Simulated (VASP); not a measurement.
# Ag in VASP: relaxation of the atoms with PBEsol

Aim: the relaxation of the atoms of Ag with PBEsol.

Everything below comes from runs of VASP 6.6.1. Logs are shortened: lines on timing, memory, paths and dates and some standing lists are left out, and cuts for length are marked.

### Step 1. The cell of the first run

The cell holds a slab with vacuum, 5 atoms: a = 2.869 Å, b = 2.869 Å, c = 24.358 Å, α = 90.00°, β = 90.00°, γ = 120.00°.

### Step 2. Relaxation of the atoms, PBEsol

Input file INCAR:

```
SYSTEM = Ag
PREC = Accurate
ENCUT = 520
EDIFF = 1E-6
ISMEAR = 0
SIGMA = 0.1
LREAL = .FALSE.
LASPH = .TRUE.
NELM = 60
ALGO = Normal
ISIF = 2
LWAVE = .FALSE.
LCHARG = .FALSE.
LDIPOL = .TRUE.
IDIPOL = 3
DIPOL = 0.5 0.5 0.500
GGA = PS
IBRION = 2
NSW = 80
EDIFFG = -0.02
```

Input file KPOINTS:

```
Automatic mesh
0
G
  12 12 1
  0 0 0
```

Input file POSCAR:

```
Ag
1.0
    2.8687411794      0.0000000000      0.0000000000
   -1.4343705897      2.4844027382      0.0000000000
    0.0000000000      0.0000000000     24.3576542219
Ag
5
Direct
    0.0000000000      0.0000000000      0.3079114241
    0.6666666667      0.3333333333      0.4038969264
    0.3333333333      0.6666666667      0.4998824287
    0.6666666667      0.3333333333      0.5961030736
    0.3333333333      0.6666666667      0.6920885759
```

Potentials or basis: VASP PAW PBE potentials, release 64 (Ag).

On the command line:

```bash
$ cat potpaw_PBE.64/Ag/POTCAR > POTCAR
$ mpirun -np 1 vasp_std > vasp.out
```

OUTCAR:

```text
SYSTEM = Ag
   PREC = Accurate
   ENCUT = 520
   EDIFF = 1E-6
   ISMEAR = 0
   LREAL = .FALSE.
   LASPH = .TRUE.
   NELM = 60
   ISIF = 2
   GGA = PS
   IBRION = 2
   NSW = 80
   EDIFFG = -0.02

 ion  position               nearest neighbor table
   1  0.000  0.000  0.308-   2 2.87   2 2.87   2 2.87
   2  0.667  0.333  0.404-   3 2.87   3 2.87   1 2.87   1 2.87   1 2.87   3 2.87
   3  0.333  0.667  0.500-   2 2.87   2 2.87   2 2.87   4 2.87   4 2.87   4 2.87
   4  0.667  0.333  0.596-   5 2.87   5 2.87   5 2.87   3 2.87   3 2.87   3 2.87
   5  0.333  0.667  0.692-   4 2.87   4 2.87   4 2.87

  LATTYP: Found a hexagonal cell.
 ALAT       =     2.8687411794
 C/A-ratio  =     8.4907116741

  Lattice vectors:

 A1 = (   2.8687411794,   0.0000000000,   0.0000000000)
 A2 = (  -1.4343705897,   2.4844027382,   0.0000000000)
 A3 = (   0.0000000000,   0.0000000000,  24.3576542219)

Analysis of symmetry for initial positions (statically):
=====================================================================
 Subroutine PRICEL returns:
 Original cell was already a primitive cell.

 Routine SETGRP: Setting up the symmetry group for a
 hexagonal supercell.

 Subroutine GETGRP returns: Found  6 space group operations
 (whereof  6 operations were pure point group operations)
 out of a pool of 24 trial point group operations.

The static configuration has the point symmetry C_3v.

Analysis of symmetry for dynamics (positions and initial velocities):
=====================================================================
 Subroutine PRICEL returns:
 Original cell was already a primitive cell.

 Routine SETGRP: Setting up the symmetry group for a
 hexagonal supercell.

 Subroutine GETGRP returns: Found  6 space group operations
 (whereof  6 operations were pure point group operations)
 out of a pool of 24 trial point group operations.

The dynamic configuration has the point symmetry C_3v.

 Subroutine INISYM returns: Found  6 space group operations
 (whereof  6 operations are pure point group operations),
 and found     1 'primitive' translations

----------------------------------------------------------------------------------------

                                     Primitive cell

[... 107 lines left out ...]
   IALGO  =     38    algorithm
   IMIX   =      4    mixing-type and parameters
     AMIX     =   0.40;   BMIX     =  1.00
     AMIX_MAG =   1.60;   BMIX_MAG =  1.00
  volume/ion in A,a.u.               =      34.72       234.30
  Fermi-wavevector in a.u.,A,eV,Ry     =   1.116039  2.109008 16.946648  1.245544
  Thomas-Fermi vector in A             =   2.252649
   LORBIT       =      0    0 simple, 1 ext, 2 COOP (PROOUT), +10 PAW based schemes
   GGA     = PS    functional components
   LHFCALC =     F    Hartree Fock is set to
   AEXX    =    0.0000 exact exchange contribution
   IVDW    =     0    specifies the selected vdW correction
   LEPSILON=     F    determine dielectric tensor
   LRPA    =     F    only Hartree local field effects (RPA)
 conjugate gradient relaxation of ions
 non-spin polarized calculation
 Gauss-broadening in eV      SIGMA  =   0.10
  energy-cutoff  :      520.00
  volume of cell :      173.60
 maximum number of plane-waves:      4715
 NGX is ok and might be reduce to    24
   NGX = 11   NGY = 11   NGZ = 91

--------------------------------------- Ionic step        1  -------------------------------------------

 number of electron      54.9999983 magnetization

 Free energy of the ion-electron system (eV)
  ---------------------------------------------------
  ext. energy  EPLUGINS =         0.00000000
  ---------------------------------------------------
  free energy    TOTEN  =       -15.60949083 eV

  energy without entropy =      -15.60008558  energy(sigma->0) =      -15.60478821

------------------------ aborting loop because EDIFF is reached ----------------------------------------

  FORCE on cell =-STRESS in cart. coord.  units (eV):
  Direction    XX          YY          ZZ          XY          YZ          ZX
  --------------------------------------------------------------------------------------
  -------------------------------------------------------------------------------------
  Total       -1.2709661     -1.2709661     -0.2873783      0.0000000     -0.0000000      0.0000000
  in kB      -11.7299380    -11.7299380     -2.6522578      0.0000000     -0.0000000      0.0000000
  external PRESSURE =      -8.7040446 kB  Pullay stress =       0.0000000 kB
[... 137 lines left out ...]
  FREE ENERGIE OF THE ION-ELECTRON SYSTEM (eV)
  ---------------------------------------------------
  free  energy   TOTEN  =       -15.6103433705 eV

  energy  without entropy=      -15.6014121444  energy(sigma->0) =      -15.60587776

 dipolmoment           0.000000      0.000000     -0.000059 electrons x Angstroem

--------------------------------------- Ionic step        5  -------------------------------------------

 number of electron      54.9999990 magnetization

 dipolmoment           0.000000      0.000000      0.000090 electrons x Angstroem

 Free energy of the ion-electron system (eV)
  ---------------------------------------------------
  ext. energy  EPLUGINS =         0.00000000
  ---------------------------------------------------
  free energy    TOTEN  =       -15.61052754 eV

  energy without entropy =      -15.60149299  energy(sigma->0) =      -15.60601027

 E-fermi :   1.7372     XC(G=0):  -6.6830

 val. band max:        1.6745781474   @ k =   0.2500   0.0833   0.0000
 cond. band min:       1.7636485416   @ k =   0.4167   0.0000   0.0000
 fundamental gap:      0.0890703942
 Fermi energy:         1.7372271871

 k-point     1 :       0.0000    0.0000    0.0000
  band No.  band energies     occupation
      1      -5.9636      2.00000
      2      -5.2987      2.00000
      3      -4.7004      2.00000
      4      -4.5369      2.00000
      5      -4.5246      2.00000
      6      -3.0840      2.00000
[... 673 lines left out ...]
     32       6.3076      0.00000
     33       7.4243      0.00000

------------------------ aborting loop because EDIFF is reached ----------------------------------------

 vacuum level on the upper side and lower side of the slab       (xc-potential included)        -0.011        -0.015

  FORCE on cell =-STRESS in cart. coord.  units (eV):
  Direction    XX          YY          ZZ          XY          YZ          ZX
  --------------------------------------------------------------------------------------
  -------------------------------------------------------------------------------------
  Total       -1.2444900     -1.2444900     -0.1856985     -0.0000000      0.0000000     -0.0000000
  in kB      -11.4855860    -11.4855860     -1.7138397     -0.0000000      0.0000000     -0.0000000
  external PRESSURE =      -8.2283372 kB  Pullay stress =       0.0000000 kB
[... 20 lines left out ...]
  FREE ENERGIE OF THE ION-ELECTRON SYSTEM (eV)
  ---------------------------------------------------
  free  energy   TOTEN  =       -15.6105275392 eV

  energy  without entropy=      -15.6014929941  energy(sigma->0) =      -15.60601027

 reached required accuracy - stopping structural energy minimisation

 vacuum level on the upper side and lower side of the slab         6.313         6.311
```

Wall time 12 min (1 thread of Intel Xeon 8259CL, shared host); peak memory 0.37 GiB.

What came out:

```yaml
Free_energy: -15.6105 eV
Energy_gained_by_relaxing: 0.2 meV/atom
Ionic_steps: 5
Largest_force_after_relaxing: 0.016 eV/Å
Band_gap_on_the_k_mesh: zero (an odd number of electrons rules out a gap without spin polarisation)
```

Forces in eV/Å, atoms in the order of the input:
```
Ag   0.000  0.000  0.016
Ag   0.000  0.000 -0.010
Ag   0.000  0.000  0.012
Ag   0.000  0.000 -0.004
Ag   0.000  0.000 -0.015
```

Step by step:
```csv
step,energy change (eV),largest force (eV/Å),pressure (GPa)
1,0.0000,0.0792,-0.87
2,-0.0004,0.0535,-0.88
3,-0.0008,0.0262,-0.88
4,-0.0009,0.0233,-0.87
5,-0.0010,0.0163,-0.82
```

Final structure:
```
Ag
1.0
     2.86874    0.00000    0.00000
    -1.43437    2.48440    0.00000
     0.00000    0.00000   24.35765
Ag
5
Direct
  0.00000 0.00000 0.30824
  0.66667 0.33333 0.40441
  0.33333 0.66667 0.49978
  0.66667 0.33333 0.59550
  0.33333 0.66667 0.69195
```

Caveat: the PAW data sets were made with another functional, which shifts forces and pressure a little.

The gap in the log of VASP goes by the Fermi energy; the results here count the filled bands.